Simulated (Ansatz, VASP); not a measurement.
## Two plane-wave programs on Pt

File INCAR:

```
ALGO     = Normal         # electronic algorithm
EDIFF    = 1E-6           # SCF threshold, eV
ENCUT    = 500            # plane-wave cutoff, eV
GGA      = LIBXC          # functional
GGA_COMPAT= F            
ISIF     = 2              # what is computed and relaxed
ISMEAR   = -1             # smearing method
LASPH    = T              # aspherical terms in the spheres
LCHARG   = F              # write CHGCAR
LIBXC1   = GGA_X_PBE_R  
LIBXC2   = LDA_C_PW     
LREAL    = F              # projectors in reciprocal space
LWAVE    = F              # write WAVECAR
NBANDS   = 17             # bands
NELM     = 120            # most SCF steps
PREC     = Accurate       # precision mode
SIGMA    = 0.15           # smearing width, eV
```

Contents of KPOINTS:

```
k-points
0
Gamma
  10 10 5
```

POSCAR

```
Pt
1.0
    2.8067116667      0.0000000000      0.0000000000
   -1.4033050000      2.4306466667      0.0000000000
    0.0000000000      0.0000000000      4.6362698199
Pt
2
Direct
    0.6666666667      0.3333333333      0.7500000000
    0.3333333333      0.6666666667      0.2500000000
```

Input for Ansatz:

```yaml
crystal:
  lattice:
    - [2.8067116666666663, 0.0, 0.0]
    - [-1.403305, 2.4306466666666666, 0.0]
    - [0.0, 0.0, 4.6362698199408765]
  atoms:
    - { symbol: Pt, position: [0.6666666666666666, 0.3333333333333333, 0.75] }
    - { symbol: Pt, position: [0.3333333333333333, 0.6666666666666666, 0.25] }
basis:
  ecutwfc: 520.0
kpoints:
  mp_grid:
    grid: [10, 10, 5]
hamiltonian:
  xc:
    exchange: revpbe
    correlation: lda
scf:
  n_extra_bands: 2
  occupations:
    method: fermi_dirac
    width: 0.15
output:
  stress: true
```

Alike in both runs: task single point; functional revpbe exchange, lda correlation; k mesh 10 × 10 × 5; occupations fermi-dirac, width 0.15 eV; no spin polarisation.

|  | VASP | Ansatz |
| --- | --- | --- |
| version | VASP 6.6.1 | Ansatz 0.2.0 |
| potentials or method | VASP PAW PBE potentials, release 64 (Pt), cutoff 500 eV | plane waves, PAW |
| valence electrons in the cell | 20 | 36 |

|  | VASP | Ansatz | Ansatz less VASP |
| --- | --- | --- | --- |
| gap on the k mesh at the Fermi level (eV) | none | none | - |
| pressure (GPa) | 21.5 | 21.9 | +0.41 |
| traceless stress, the component that is largest in VASP (GPa) | 3.10 | 3.19 | +0.097 |

VASP's potentials were made for PBE, not for revpbe exchange, lda correlation. A gap of «none» marks a metal or a gap that the smearing closes. VASP's potentials hold 20 valence electrons a cell and Ansatz's 36, so a difference there can come from the potentials and not from the codes. Ansatz's warnings: near symmetry operations not taken, structure snapped to symmetry.

Neither program's run includes spin-orbit coupling.
